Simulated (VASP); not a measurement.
# Sr (Fm-3m) in VASP: further runs

Runs on Sr. Level: LDA. Tasks: single point.

Everything below comes from runs of VASP 6.6.1. Logs are shortened: lines on timing, memory, paths and dates and some standing lists are left out, and cuts for length are marked.

### 1 The cell of the first run

The structure is cubic, space group Fm-3m (No. 225). The conventional cell has a = 6.067 Å, b = 6.067 Å, c = 6.067 Å, α = 90.00°, β = 90.00°, γ = 90.00°. Sr (site symmetry m-3m) has 12 Sr at 4.29 Å within 5.6 Å.

### 2 Single point, LDA

INCAR

```
PREC = Accurate
ENCUT = 520
EDIFF = 1E-6
ISMEAR = 0
SIGMA = 0.1
LREAL = F
LASPH = T
NELM = 80
ALGO = Normal
ISIF = 2
LWAVE = F
LCHARG = F
GGA = CA
NBANDS = 11
```

KPOINTS

```
regular mesh
0
Gamma
  6 6 6
```

POSCAR

```
Sr
1.0
    0.0000000000      3.0336031300      3.0336031300
    3.0336031300      0.0000000000      3.0336031300
    3.0336031300      3.0336031300      0.0000000000
Sr
1
Direct
    0.0000000000      0.0000000000      0.0000000000
```

Potentials or basis: VASP PAW LDA potentials, release 64 (Sr_sv).

Command:

```
cat potpaw_LDA.64/Sr_sv/POTCAR > POTCAR
mpirun -np 1 vasp_std > vasp.out
```

OUTCAR:

```text
PREC = Accurate
   ENCUT = 520
   EDIFF = 1E-6
   ISMEAR = 0
   LREAL = F
   LASPH = T
   NELM = 80
   ISIF = 2
   GGA = CA

 ion  position               nearest neighbor table
   1  0.000  0.000  0.000-

  LATTYP: Found a face centered cubic cell.
 ALAT       =     6.0672062600

  Lattice vectors:

 A1 = (   0.0000000000,   3.0336031300,   3.0336031300)
 A2 = (   3.0336031300,   0.0000000000,   3.0336031300)
 A3 = (   3.0336031300,   3.0336031300,   0.0000000000)

Analysis of symmetry for initial positions (statically):
=====================================================================
 Subroutine PRICEL returns:
 Original cell was already a primitive cell.

 Routine SETGRP: Setting up the symmetry group for a
 face centered cubic supercell.

 Subroutine GETGRP returns: Found 48 space group operations
 (whereof 48 operations were pure point group operations)
 out of a pool of 48 trial point group operations.

The static configuration has the point symmetry O_h .

Analysis of symmetry for dynamics (positions and initial velocities):
=====================================================================
 Subroutine PRICEL returns:
 Original cell was already a primitive cell.

 Routine SETGRP: Setting up the symmetry group for a
 face centered cubic supercell.

 Subroutine GETGRP returns: Found 48 space group operations
 (whereof 48 operations were pure point group operations)
 out of a pool of 48 trial point group operations.

The dynamic configuration has the point symmetry O_h .

 Subroutine INISYM returns: Found 48 space group operations
 (whereof 48 operations are pure point group operations),
 and found     1 'primitive' translations

----------------------------------------------------------------------------------------

                                     Primitive cell

  volume of cell :      55.8350

  direct lattice vectors                    reciprocal lattice vectors
     0.000000000  3.033603130  3.033603130    -0.164820505  0.164820505  0.164820505
     3.033603130  0.000000000  3.033603130     0.164820505 -0.164820505  0.164820505
     3.033603130  3.033603130  0.000000000     0.164820505  0.164820505 -0.164820505

  length of vectors
     4.290162689  4.290162689  4.290162689     0.285477489  0.285477489  0.285477489

  position of ions in fractional coordinates (direct lattice)
     0.000000000  0.000000000  0.000000000

  ion indices of the primitive-cell ions
   primitive index   ion index
                 1           1

----------------------------------------------------------------------------------------

 KPOINTS: regular mesh

Automatic generation of k-mesh.
 Grid dimensions read from file:
 generate k-points for:    6    6    6

 Generating k-lattice:

  Cartesian coordinates                     Fractional coordinates (reciprocal lattice)
    -0.027470084  0.027470084  0.027470084     0.166666667  0.000000000  0.000000000
     0.027470084 -0.027470084  0.027470084     0.000000000  0.166666667  0.000000000
     0.027470084  0.027470084 -0.027470084     0.000000000  0.000000000  0.166666667

  Length of vectors
     0.047579581  0.047579581  0.047579581

  Shift w.r.t. Gamma in fractional coordinates (k-lattice)
     0.000000000  0.000000000  0.000000000

 Subroutine IBZKPT returns following result:
 ===========================================

 Found     16 irreducible k-points:

 Following reciprocal coordinates:
            Coordinates               Weight
  0.000000  0.000000  0.000000      1.000000
  0.166667  0.000000  0.000000      8.000000
  0.333333  0.000000  0.000000      8.000000
  0.500000  0.000000  0.000000      4.000000
  0.166667  0.166667  0.000000      6.000000
  0.333333  0.166667  0.000000     24.000000
[... 8 lines left out ...]
 -0.333333  0.333333  0.166667     24.000000
 -0.333333  0.500000  0.166667     12.000000
   k-points           NKPTS =     16   k-points in BZ     NKDIM =     16   number of bands    NBANDS=     11
   number of dos      NEDOS =    301   number of ions     NIONS =      1
   total plane-waves  NPLWV =  32768
   dimension x,y,z NGX =    32 NGY =   32 NGZ =   32
   dimension x,y,z NGXF=    64 NGYF=   64 NGZF=   64
   ions per type =               1
   NGX,Y,Z   is equivalent  to a cutoff of  12.40, 12.40, 12.40 a.u.
   NGXF,Y,Z  is equivalent  to a cutoff of  24.80, 24.80, 24.80 a.u.
 SYSTEM =  unknown system
   PREC   = accura    normal or accurate (medium, high low for compatibility)
   ISTART =      0    job   : 0-new  1-cont  2-samecut
   ICHARG =      2    charge: 1-file 2-atom 10-const
   ISPIN  =      1    spin polarized calculation?
   LNONCOLLINEAR =      F non collinear calculations
   LSORBIT =      F    spin-orbit coupling
   LASPH  =      T    aspherical Exc in radial PAW
   ENCUT  =  520.0 eV  38.22 Ry    6.18 a.u.   7.98  7.98  7.98*2*pi/ulx,y,z
   NELM   =     80;   NELMIN=  2; NELMDL= -5     # of ELM steps
   EDIFF  = 0.1E-05   stopping-criterion for ELM
   LREAL  =      F    real-space projection
   EDIFFG = 0.1E-04   stopping-criterion for IOM
   NSW    =      0    number of steps for IOM
   IBRION =     -1    ionic relax: 0-MD 1-quasi-New 2-CG
   NFREE  =      0    steps in history (QN), initial steepest desc. (CG)
   ISIF   =      2    stress and relaxation
   ISYM   =      2    0-nonsym 1-usesym 2-fastsym
   POTIM  = 0.5000    time-step for ionic-motion
   TEBEG  =    0.0;   TEEND  =   0.0 temperature during run
   PSTRESS=    0.0 pullay stress
   NELECT =      10.0000    total number of electrons
   NUPDOWN=      -1.0000    fix difference up-down
   EMIN   =  10.00;   EMAX   =-10.00  energy-range for DOS
   EFERMI =   0.00;   METHOD = LEGACY
   ISMEAR =     0;   SIGMA  =   0.10  broadening in eV -4-tet -1-fermi 0-gaus
   EFERMI_NEDOS =   21; number of points for ismear=-14 and -15
   IALGO  =     38    algorithm
   IMIX   =      4    mixing-type and parameters
     AMIX     =   0.40;   BMIX     =  1.00
     AMIX_MAG =   1.60;   BMIX_MAG =  1.00
  volume/ion in A,a.u.               =      55.83       376.79
  Fermi-wavevector in a.u.,A,eV,Ry     =   0.922797  1.743833 11.586094  0.851554
  Thomas-Fermi vector in A             =   2.048363
   LORBIT       =      0    0 simple, 1 ext, 2 COOP (PROOUT), +10 PAW based schemes
   GGA     = CA    functional components
   LHFCALC =     F    Hartree Fock is set to
   AEXX    =    0.0000 exact exchange contribution
   IVDW    =     0    specifies the selected vdW correction
   LEPSILON=     F    determine dielectric tensor
   LRPA    =     F    only Hartree local field effects (RPA)
 non-spin polarized calculation
 Gauss-broadening in eV      SIGMA  =   0.10
  energy-cutoff  :      520.00
  volume of cell :       55.83
 maximum number of plane-waves:      1524
   NGX = 15   NGY = 15   NGZ = 15

 number of electron      10.0000000 magnetization

 Free energy of the ion-electron system (eV)
  ---------------------------------------------------
  ext. energy  EPLUGINS =         0.00000000
  ---------------------------------------------------
  free energy    TOTEN  =        -1.84129099 eV

  energy without entropy =       -1.83045561  energy(sigma->0) =       -1.83587330

 E-fermi :   1.3665     XC(G=0):  -7.5076

 val. band max:        1.3206376007   @ k =  -0.3333   0.3333   0.1667
 cond. band min:       1.4134210055   @ k =  -0.3333   0.3333   0.1667
 fundamental gap:      0.0927834048
 Fermi energy:         1.3664540645

 k-point     1 :       0.0000    0.0000    0.0000
  band No.  band energies     occupation
      1     -35.1049      2.00000
      2     -17.0914      2.00000
      3     -17.0914      2.00000
      4     -17.0914      2.00000
      5      -2.2682      2.00000
      6       3.5985      0.00000
      7       3.5985      0.00000
      8       3.5985      0.00000
      9       5.0268      0.00000
     10       5.0268      0.00000
     11       8.4991      0.00000

 k-point     2 :       0.1667    0.0000    0.0000
  band No.  band energies     occupation
      1     -35.1015      2.00000
      2     -17.1402      2.00000
      3     -17.0981      2.00000
      4     -17.0981      2.00000
      5      -1.8346      2.00000
      6       3.0445      0.00000
      7       3.7538      0.00000
      8       3.7538      0.00000
      9       4.8665      0.00000
     10       4.8665      0.00000
     11       8.8854      0.00000

 k-point     3 :       0.3333    0.0000    0.0000
  band No.  band energies     occupation
      1     -35.0948      2.00000
      2     -17.2355      2.00000
      3     -17.1113      2.00000
      4     -17.1113      2.00000
      5      -0.7183      2.00000
      6       2.1238      0.00000
      7       3.6256      0.00000
      8       3.6256      0.00000
      9       5.3776      0.00000
     10       5.3776      0.00000
     11       7.4350      0.00000

 k-point     4 :       0.5000    0.0000    0.0000
  band No.  band energies     occupation
      1     -35.0915      2.00000
      2     -17.2822      2.00000
      3     -17.1178      2.00000
      4     -17.1178      2.00000
      5       0.2076      2.00000
      6       1.4810      0.10514
      7       3.4556      0.00000
      8       3.4556      0.00000
      9       6.0522      0.00000
     10       6.0522      0.00000
     11       6.7328      0.00000
[... 127 lines left out ...]
 k-point    14 :       0.5000    0.3333    0.1667
  band No.  band energies     occupation
      1     -35.0904      2.00000
      2     -17.2338      2.00000
      3     -17.1691      2.00000
      4     -17.1343      2.00000
      5       0.2054      2.00000
      6       2.0429      0.00000
      7       2.4846      0.00000
      8       4.2769      0.00000
      9       5.0346      0.00000
     10       6.2900      0.00000
     11       7.0601      0.00000

 k-point    15 :      -0.3333    0.3333    0.1667
  band No.  band energies     occupation
      1     -35.0881      2.00000
      2     -17.2396      2.00000
      3     -17.1921      2.00000
      4     -17.1451      2.00000
      5       1.3206      1.48298
      6       1.4134      0.50655
      7       2.3238      0.00000
      8       3.9629      0.00000
      9       5.4249      0.00000
     10       6.3968      0.00000
     11       6.5244      0.00000

 k-point    16 :      -0.3333    0.5000    0.1667
  band No.  band energies     occupation
      1     -35.0870      2.00000
      2     -17.2439      2.00000
      3     -17.1890      2.00000
      4     -17.1626      2.00000
      5       1.1994      1.98187
      6       1.8151      0.00000
      7       2.1850      0.00000
      8       4.0001      0.00000
      9       6.3532      0.00000
     10       6.4722      0.00000
     11       6.6248      0.00000

------------------------ aborting loop because EDIFF is reached ----------------------------------------

  FORCE on cell =-STRESS in cart. coord.  units (eV):
  Direction    XX          YY          ZZ          XY          YZ          ZX
  --------------------------------------------------------------------------------------
  -------------------------------------------------------------------------------------
  Total       -0.5166998     -0.5166998     -0.5166998     -0.0000000      0.0000000      0.0000000
  in kB      -14.8266352    -14.8266352    -14.8266352     -0.0000000      0.0000000      0.0000000
  external PRESSURE =     -14.8266352 kB  Pullay stress =       0.0000000 kB

 VOLUME and BASIS-vectors are now :
 -----------------------------------------------------------------------------
  energy-cutoff  :      520.00
  volume of cell :       55.83
      direct lattice vectors                 reciprocal lattice vectors
     0.000000000  3.033603130  3.033603130    -0.164820505  0.164820505  0.164820505
     3.033603130  0.000000000  3.033603130     0.164820505 -0.164820505  0.164820505
     3.033603130  3.033603130  0.000000000     0.164820505  0.164820505 -0.164820505

 POSITION                                       TOTAL-FORCE (eV/Angst)
 -----------------------------------------------------------------------------------
      0.00000      0.00000      0.00000         0.000000     -0.000000     -0.000000
 -----------------------------------------------------------------------------------
    total drift:                                0.000000      0.000000      0.000000

  FREE ENERGIE OF THE ION-ELECTRON SYSTEM (eV)
  ---------------------------------------------------
  free  energy   TOTEN  =        -1.8412909878 eV

  energy  without entropy=       -1.8304556128  energy(sigma->0) =       -1.83587330
```

Wall time 12 s (1 thread of Intel Xeon 8259CL, shared host); peak memory 0.15 GiB.

What came out:

```yaml
Free_energy: -1.8413 eV
Pressure: -1.5 GPa
```

Levels at points of the mesh, in eV from the Fermi level:
```
           k point  band 2  band 3  band 4  band 5  band 6  band 7  band 8  band 9
(0.00, 0.00, 0.00)  -18.46  -18.46  -18.46   -3.63    2.23    2.23    2.23    3.66
(0.50, 0.00, 0.00)  -18.65  -18.48  -18.48   -1.16    0.11    2.09    2.09    4.69
(0.50, 0.50, 0.00)  -18.64  -18.53  -18.53   -0.64    0.31    1.07    4.69    4.98
```

### 3 Single point, LDA

This run uses another cell than the first one, of 48.36 Å³/atom.

INCAR

```
PREC = Accurate ; ENCUT = 520
EDIFF = 1E-6 ; ISMEAR = 0
SIGMA = 0.01 ; LREAL = F
LASPH = T ; NELM = 80
ALGO = Normal ; ISIF = 2
LWAVE = F ; LCHARG = T
GGA = CA ; LELF = T
LVHAR = T ; NBANDS = 11
```

KPOINTS

```
regular mesh
0
Gamma
  10 10 10
```

POSCAR

```
Sr
1.0
    0.0000000000      2.8917852949      2.8917852949
    2.8917852949      0.0000000000      2.8917852949
    2.8917852949      2.8917852949      0.0000000000
Sr
1
Direct
    0.0000000000      0.0000000000      0.0000000000
```

Potentials or basis: VASP PAW LDA potentials, release 64 (Sr_sv).

Command:

```
cat potpaw_LDA.64/Sr_sv/POTCAR > POTCAR
mpirun -np 1 vasp_std > vasp.out
```

OUTCAR:

```text
PREC = Accurate
   ENCUT = 520
   EDIFF = 1E-6
   ISMEAR = 0
   LREAL = F
   LASPH = T
   NELM = 80
   ISIF = 2
   GGA = CA

 ion  position               nearest neighbor table
   1  0.000  0.000  0.000-

  LATTYP: Found a face centered cubic cell.
 ALAT       =     5.7835705898

  Lattice vectors:

 A1 = (   0.0000000000,   2.8917852949,   2.8917852949)
 A2 = (   2.8917852949,   0.0000000000,   2.8917852949)
 A3 = (   2.8917852949,   2.8917852949,   0.0000000000)
[... 513 lines left out ...]
     10       7.0365      0.00000
     11       9.1047      0.00000

 [... further k-points ...]

------------------------ aborting loop because EDIFF is reached ----------------------------------------

  FORCE on cell =-STRESS in cart. coord.  units (eV):
  Direction    XX          YY          ZZ          XY          YZ          ZX
  --------------------------------------------------------------------------------------
  -------------------------------------------------------------------------------------
  Total       -0.0008790     -0.0008790     -0.0008790      0.0000000     -0.0000000      0.0000000
  in kB       -0.0291201     -0.0291201     -0.0291201      0.0000000     -0.0000000      0.0000000
  external PRESSURE =      -0.0291201 kB  Pullay stress =       0.0000000 kB

 VOLUME and BASIS-vectors are now :
 -----------------------------------------------------------------------------
  energy-cutoff  :      520.00
  volume of cell :       48.36
      direct lattice vectors                 reciprocal lattice vectors
     0.000000000  2.891785295  2.891785295    -0.172903570  0.172903570  0.172903570
     2.891785295  0.000000000  2.891785295     0.172903570 -0.172903570  0.172903570
     2.891785295  2.891785295  0.000000000     0.172903570  0.172903570 -0.172903570

 POSITION                                       TOTAL-FORCE (eV/Angst)
 -----------------------------------------------------------------------------------
      0.00000      0.00000      0.00000         0.000000     -0.000000      0.000000
 -----------------------------------------------------------------------------------
    total drift:                               -0.000000     -0.000000      0.000000

  FREE ENERGIE OF THE ION-ELECTRON SYSTEM (eV)
  ---------------------------------------------------
  free  energy   TOTEN  =        -1.8966651620 eV

  energy  without entropy=       -1.8965450038  energy(sigma->0) =       -1.89660508
```

stdout:

```text
POSCAR found type information on POSCAR Sr
 POSCAR found :  1 types and       1 ions
 scaLAPACK will be used
 LDA part: xc-table for (Slater(with rela. corr.)+CA(PZ))
 , standard interpolation
 POSCAR, INCAR and KPOINTS ok, starting setup
 FFT: planning ... GRIDC
 FFT: planning ... GRID_SOFT
 FFT: planning ... GRID
 WAVECAR not read
 entering main loop
```

It took 35 s on 1 thread of Intel Xeon 8259CL, shared host; peak memory 0.16 GiB.

What came out:

```yaml
Free_energy: -1.8967 eV
Pressure: 0.0 GPa
```
